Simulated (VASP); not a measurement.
# IrRhO2 (R-3m) in VASP: single point with PBE

Aim: the single point of IrRhO2 with PBE.

Program: VASP 6.6.1. These are calculated values, not measurements. Logs are shortened: lines on timing, memory, paths and dates and some standing lists are left out, and cuts for length are marked.

## 1. The cell of the first run

It takes space group R-3m (No. 166, trigonal). Conventional cell: a = 3.104 Å, b = 3.104 Å, c = 17.325 Å, α = 90.00°, β = 90.00°, γ = 120.00°. Within 2.7 Å of Rh (site symmetry -3m) lie 6 O at 2.03 Å. Within 2.6 Å of Ir (site symmetry -3m) lie 2 O at 1.92 Å. O (site symmetry 3m) has 1 Ir at 1.92 Å and 3 Rh at 2.03 Å and 3 O at 2.63 Å within 2.7 Å.

## 2. Single point, PBE

Input file INCAR:

```
SYSTEM = IrRhO2
ALGO     = Normal         ! electronic algorithm
EDIFF    = 1E-6           ! SCF threshold, eV
ENCUT    = 520            ! plane-wave cutoff, eV
GGA      = PE             ! functional
ISIF     = 2              ! what is computed and relaxed
ISMEAR   = -1             ! smearing method
LASPH    = .True.         ! aspherical terms in the spheres
LCHARG   = .False.        ! write CHGCAR
LREAL    = .False.        ! projectors in reciprocal space
LWAVE    = .False.        ! write WAVECAR
NBANDS   = 26             ! bands
NELM     = 80             ! most SCF steps
PREC     = Accurate       ! precision mode
SIGMA    = 0.1            ! smearing width, eV
```

Input file KPOINTS:

```
k-points
0
Gamma
  10 10 10
  0 0 0
```

Input file POSCAR:

```
IrRhO2
1.0
    3.1036740000      0.0000000000      0.0000000000
   -1.5518370000      2.6878620000      0.0000000000
    0.0000000000     -1.7919050000      5.7750240000
Rh Ir O
1 1 2
Direct
    0.5000000000      0.0000000000      0.5000000000
    0.0000000000      0.0000000000      0.0000000000
    0.1110000000      0.2220000000      0.3330000000
    0.8890000000      0.7780000000      0.6670000000
```

Potentials or basis: VASP PAW PBE potentials, release 64 (Rh_pv, Ir, O).

Run with:

```console
$ cat potpaw_PBE.64/Rh_pv/POTCAR potpaw_PBE.64/Ir/POTCAR potpaw_PBE.64/O/POTCAR > POTCAR
$ mpirun -np 1 vasp_std > vasp.out
```

OUTCAR:

```text
SYSTEM = IrRhO2
   EDIFF = 1E-6
   ENCUT = 520
   GGA = PE
   ISIF = 2
   ISMEAR = -1
   LASPH = .True.
   LREAL = .False.
   NELM = 80
   PREC = Accurate

 ion  position               nearest neighbor table
   1  0.500  0.000  0.500-   3 2.03   4 2.03   4 2.03   3 2.03   3 2.03   4 2.03
   2  0.000  0.000  0.000-   3 1.92   4 1.92
   3  0.111  0.222  0.333-   2 1.92   1 2.03   1 2.03   1 2.03
   4  0.889  0.778  0.667-   2 1.92   1 2.03   1 2.03   1 2.03

  LATTYP: Found a trigonal (rhomboedric) cell.
 ALAT       =     6.0466375557
 COS(alpha) =     0.8682669938

  Lattice vectors:

 A1 = (   0.0000000000,  -1.7919050000,   5.7750240000)
 A2 = (   1.5518370000,   0.8959570000,   5.7750240000)
 A3 = (  -1.5518370000,   0.8959570000,   5.7750240000)

Analysis of symmetry for initial positions (statically):
=====================================================================
 Subroutine PRICEL returns:
 Original cell was already a primitive cell.

 Routine SETGRP: Setting up the symmetry group for a
 trigonal (rhombohedral) supercell.

 Subroutine GETGRP returns: Found 12 space group operations
 (whereof 12 operations were pure point group operations)
 out of a pool of 12 trial point group operations.

The static configuration has the point symmetry D_3d.

Analysis of symmetry for dynamics (positions and initial velocities):
=====================================================================
 Subroutine PRICEL returns:
 Original cell was already a primitive cell.

 Routine SETGRP: Setting up the symmetry group for a
 trigonal (rhombohedral) supercell.

 Subroutine GETGRP returns: Found 12 space group operations
 (whereof 12 operations were pure point group operations)
 out of a pool of 12 trial point group operations.

The dynamic configuration has the point symmetry D_3d.

 Subroutine INISYM returns: Found 12 space group operations
 (whereof 12 operations are pure point group operations),
 and found     1 'primitive' translations

----------------------------------------------------------------------------------------

                                     Primitive cell

  volume of cell :      48.1767

  direct lattice vectors                    reciprocal lattice vectors
     3.103674000  0.000000000  0.000000000     0.322198788  0.186021455  0.057719721
    -1.551837000  2.687862000  0.000000000     0.000000000  0.372042910  0.115439442
     0.000000000 -1.791905000  5.775024000     0.000000000  0.000000000  0.173159454

  length of vectors
     3.103674000  3.103675274  6.046637556     0.376493834  0.389541001  0.173159454

  position of ions in fractional coordinates (direct lattice)
     0.500000000  0.000000000  0.500000000
     0.000000000  0.000000000  0.000000000
     0.111000000  0.222000000  0.333000000
     0.889000000  0.778000000  0.667000000

  ion indices of the primitive-cell ions
   primitive index   ion index
                 1           1
                 2           2
                 3           3
                 4           4

----------------------------------------------------------------------------------------

 KPOINTS: k-points

Automatic generation of k-mesh.
 Grid dimensions read from file:
 generate k-points for:   10   10   10

 Generating k-lattice:

  Cartesian coordinates                     Fractional coordinates (reciprocal lattice)
     0.032219879  0.018602145  0.005771972     0.100000000  0.000000000  0.000000000
     0.000000000  0.037204291  0.011543944     0.000000000  0.100000000  0.000000000
     0.000000000  0.000000000  0.017315945     0.000000000  0.000000000  0.100000000

  Length of vectors
     0.037649383  0.038954100  0.017315945

  Shift w.r.t. Gamma in fractional coordinates (k-lattice)
     0.000000000  0.000000000  0.000000000

 Subroutine IBZKPT returns following result:
 ===========================================

 Found    116 irreducible k-points:

 Following reciprocal coordinates:
            Coordinates               Weight
  0.000000  0.000000  0.000000      1.000000
  0.100000 -0.000000  0.000000      6.000000
  0.200000 -0.000000  0.000000      6.000000
  0.300000 -0.000000  0.000000      6.000000
  0.400000 -0.000000  0.000000      6.000000
  0.500000 -0.000000  0.000000      3.000000
[... 16 lines left out ...]
  0.000000  0.300000  0.000000      6.000000
  0.100000  0.300000  0.000000     12.000000
 [... further k-points ...]
   k-points           NKPTS =    116   k-points in BZ     NKDIM =    116   number of bands    NBANDS=     26
   number of dos      NEDOS =    301   number of ions     NIONS =      4
   total plane-waves  NPLWV =  27648
   dimension x,y,z NGX =    24 NGY =   24 NGZ =   48
   dimension x,y,z NGXF=    48 NGYF=   48 NGZF=   96
   ions per type =               1   1   2
   NGX,Y,Z   is equivalent  to a cutoff of  12.86, 12.86, 13.20 a.u.
   NGXF,Y,Z  is equivalent  to a cutoff of  25.71, 25.71, 26.39 a.u.
 SYSTEM =  IrRhO2
   PREC   = accura    normal or accurate (medium, high low for compatibility)
   ISTART =      0    job   : 0-new  1-cont  2-samecut
   ICHARG =      2    charge: 1-file 2-atom 10-const
   ISPIN  =      1    spin polarized calculation?
   LNONCOLLINEAR =      F non collinear calculations
   LSORBIT =      F    spin-orbit coupling
   LASPH  =      T    aspherical Exc in radial PAW
   ENCUT  =  520.0 eV  38.22 Ry    6.18 a.u.   5.77  5.77 11.24*2*pi/ulx,y,z
   NELM   =     80;   NELMIN=  2; NELMDL= -5     # of ELM steps
   EDIFF  = 0.1E-05   stopping-criterion for ELM
   LREAL  =      F    real-space projection
   EDIFFG = 0.1E-04   stopping-criterion for IOM
   NSW    =      0    number of steps for IOM
   IBRION =     -1    ionic relax: 0-MD 1-quasi-New 2-CG
   NFREE  =      0    steps in history (QN), initial steepest desc. (CG)
   ISIF   =      2    stress and relaxation
   ISYM   =      2    0-nonsym 1-usesym 2-fastsym
   POTIM  = 0.5000    time-step for ionic-motion
   TEBEG  =    0.0;   TEEND  =   0.0 temperature during run
   PSTRESS=    0.0 pullay stress
   NELECT =      36.0000    total number of electrons
   NUPDOWN=      -1.0000    fix difference up-down
   EMIN   =  10.00;   EMAX   =-10.00  energy-range for DOS
   EFERMI =   0.00;   METHOD = LEGACY
   ISMEAR =    -1;   SIGMA  =   0.10  broadening in eV -4-tet -1-fermi 0-gaus
   EFERMI_NEDOS =   21; number of points for ismear=-14 and -15
   IALGO  =     38    algorithm
   IMIX   =      4    mixing-type and parameters
     AMIX     =   0.40;   BMIX     =  1.00
     AMIX_MAG =   1.60;   BMIX_MAG =  1.00
  volume/ion in A,a.u.               =      12.04        81.28
  Fermi-wavevector in a.u.,A,eV,Ry     =   1.485582  2.807343 30.027442  2.206955
  Thomas-Fermi vector in A             =   2.598976
   LORBIT       =      0    0 simple, 1 ext, 2 COOP (PROOUT), +10 PAW based schemes
   GGA     = PE    functional components
[... 5 lines left out ...]
 non-spin polarized calculation
  energy-cutoff  :      520.00
  volume of cell :       48.18
 maximum number of plane-waves:      1315
   NGX = 11   NGY = 11   NGZ = 23

 number of electron      36.0000002 magnetization

 Free energy of the ion-electron system (eV)
  ---------------------------------------------------
  ext. energy  EPLUGINS =         0.00000000
  ---------------------------------------------------
  free energy    TOTEN  =       -27.28293451 eV

  energy without entropy =      -27.19553131  energy(sigma->0) =      -27.23923291

 E-fermi :   7.1721     XC(G=0): -12.3602

 val. band max:        7.1596865571   @ k =   0.5000   0.1000   0.0000
 cond. band min:       7.1816022796   @ k =   0.4000  -0.0000   0.1000
 fundamental gap:      0.0219157225
 Fermi energy:         7.1721303148

 k-point     1 :       0.0000    0.0000    0.0000
  band No.  band energies     occupation
      1     -39.5612      2.00000
      2     -39.5612      2.00000
      3     -39.3706      2.00000
      4     -13.8640      2.00000
      5     -12.1027      2.00000
      6      -2.0902      2.00000
[... 18 lines left out ...]
     25      19.4756      0.00000
     26      21.9176      0.00000

 k-point     2 :       0.1000   -0.0000    0.0000
  band No.  band energies     occupation
      1     -39.5771      2.00000
      2     -39.5648      2.00000
      3     -39.3680      2.00000
      4     -13.7751      2.00000
      5     -12.1485      2.00000
      6      -1.9657      2.00000
[... 18 lines left out ...]
     25      19.8978      0.00000
     26      21.9153      0.00000

 k-point     3 :       0.2000   -0.0000    0.0000
  band No.  band energies     occupation
      1     -39.6184      2.00000
      2     -39.5741      2.00000
      3     -39.3610      2.00000
      4     -13.5357      2.00000
      5     -12.2689      2.00000
      6      -1.6289      2.00000
[... 18 lines left out ...]
     25      20.1809      0.00000
     26      20.6620      0.00000

 k-point     4 :       0.3000   -0.0000    0.0000
  band No.  band energies     occupation
      1     -39.6691      2.00000
      2     -39.5856      2.00000
      3     -39.3524      2.00000
      4     -13.2215      2.00000
      5     -12.4224      2.00000
      6      -1.1916      2.00000
[... 18 lines left out ...]
     25      18.5024      0.00000
     26      19.4030      0.00000

 k-point     5 :       0.4000   -0.0000    0.0000
  band No.  band energies     occupation
      1     -39.7097      2.00000
      2     -39.5949      2.00000
      3     -39.3454      2.00000
      4     -12.9325      2.00000
      5     -12.5691      2.00000
      6      -0.8514      2.00000
[... 18 lines left out ...]
     25      18.7229      0.00000
     26      18.8380      0.00000

 k-point     6 :       0.5000   -0.0000    0.0000
  band No.  band energies     occupation
      1     -39.7252      2.00000
      2     -39.5984      2.00000
      3     -39.3427      2.00000
      4     -12.7644      2.00000
      5     -12.6796      2.00000
      6      -0.8074      2.00000
[... 427 lines left out ...]
 k-point    21 :       0.5000    0.2000    0.0000
  band No.  band energies     occupation
      1     -39.6979      2.00000
      2     -39.6260      2.00000
      3     -39.3427      2.00000
      4     -12.9482      2.00000
      5     -12.4815      2.00000
      6      -0.8515      2.00000
[... 18 lines left out ...]
     25      17.7747      0.00000
     26      18.6377      0.00000

 k-point    22 :      -0.4000    0.2000    0.0000
  band No.  band energies     occupation
      1     -39.6773      2.00000
      2     -39.6062      2.00000
      3     -39.3484      2.00000
      4     -13.1358      2.00000
      5     -12.4142      2.00000
      6      -1.1280      2.00000
[... 18 lines left out ...]
     25      18.3771      0.00000
     26      18.6611      0.00000

 k-point    23 :       0.0000    0.3000    0.0000
  band No.  band energies     occupation
      1     -39.6690      2.00000
      2     -39.5856      2.00000
      3     -39.3524      2.00000
      4     -13.2470      2.00000
      5     -12.3947      2.00000
      6      -1.4649      2.00000
[... 18 lines left out ...]
     25      18.1320      0.00000
     26      19.4040      0.00000

 k-point    24 :       0.1000    0.3000    0.0000
  band No.  band energies     occupation
      1     -39.6902      2.00000
      2     -39.5990      2.00000
      3     -39.3475      2.00000
      4     -13.1206      2.00000
      5     -12.4151      2.00000
      6      -1.3749      2.00000
[... 18 lines left out ...]
     25      18.4697      0.00000
     26      19.1238      0.00000

 [... further k-points ...]

------------------------ aborting loop because EDIFF is reached ----------------------------------------

  FORCE on cell =-STRESS in cart. coord.  units (eV):
  Direction    XX          YY          ZZ          XY          YZ          ZX
  --------------------------------------------------------------------------------------
  -------------------------------------------------------------------------------------
  Total       -1.5047270     -1.5047286      7.8081455     -0.0000000      0.0000041     -0.0000000
  in kB      -50.0416287    -50.0416834    259.6699075     -0.0000000      0.0001349     -0.0000000
  external PRESSURE =      53.1955318 kB  Pullay stress =       0.0000000 kB

 VOLUME and BASIS-vectors are now :
 -----------------------------------------------------------------------------
  energy-cutoff  :      520.00
  volume of cell :       48.18
      direct lattice vectors                 reciprocal lattice vectors
     3.103674000  0.000000000  0.000000000     0.322198788  0.186021455  0.057719721
    -1.551837000  2.687862000  0.000000000     0.000000000  0.372042910  0.115439442
     0.000000000 -1.791905000  5.775024000     0.000000000  0.000000000  0.173159454

 POSITION                                       TOTAL-FORCE (eV/Angst)
 -----------------------------------------------------------------------------------
      1.55184     -0.89595      2.88751         0.000000      0.000000      0.000000
      0.00000      0.00000      0.00000         0.000000      0.000000      0.000000
     -0.00000      0.00000      1.92308         0.000000      0.000000      0.450376
      1.55184      0.89596      3.85194        -0.000000     -0.000000     -0.450376
 -----------------------------------------------------------------------------------
    total drift:                                0.000000      0.000000     -0.000000

  FREE ENERGIE OF THE ION-ELECTRON SYSTEM (eV)
  ---------------------------------------------------
  free  energy   TOTEN  =       -27.2829345135 eV

  energy  without entropy=      -27.1955313060  energy(sigma->0) =      -27.23923291
```

It took 4.1 min on 1 thread of AMD EPYC 7R13, shared host; peak memory 0.25 GiB.

Results:

- Free energy: -27.2829 eV
- Pressure: 5.3 GPa
- Largest force: 0.450 eV/Å
- Band gap on the k mesh: zero (bands 18 and 19 overlap by 1.36 eV)

Forces in eV/Å, atoms in the order of the input:
```
Rh   0.000  0.000  0.000
Ir   0.000  0.000  0.000
O    0.000  0.000  0.450
O    0.000  0.000 -0.450
```

Stress tensor (GPa, compression positive):
```
-5.00  0.00  0.00
 0.00 -5.00  0.00
 0.00  0.00 25.97
```

Levels at points of the mesh, in eV from the Fermi level:
| k point | band 15 | band 16 | band 17 | band 18 | band 19 | band 20 | band 21 | band 22 |
| --- | --- | --- | --- | --- | --- | --- | --- | --- |
| (0.00, 0.00, 0.00) | -1.60 | -1.60 | -0.86 | -0.86 | -0.80 | 3.24 | 3.24 | 4.02 |
| (0.50, 0.00, 0.00) | -0.88 | -0.86 | -0.16 | 0.56 | 1.78 | 2.23 | 2.32 | 3.02 |
| (0.00, 0.50, 0.00) | -1.00 | -0.89 | -0.57 | 0.56 | 1.15 | 2.70 | 2.74 | 2.98 |
| (0.00, 0.00, 0.50) | -1.75 | -1.75 | -0.39 | 0.34 | 0.34 | 2.45 | 2.45 | 4.24 |

Caveat: the stress differs along the axes, from -5 to 26 GPa; spin-orbit coupling is left out, which moves the levels of the heavy elements.

The gap in the log of VASP goes by the Fermi energy; the results here count the filled bands.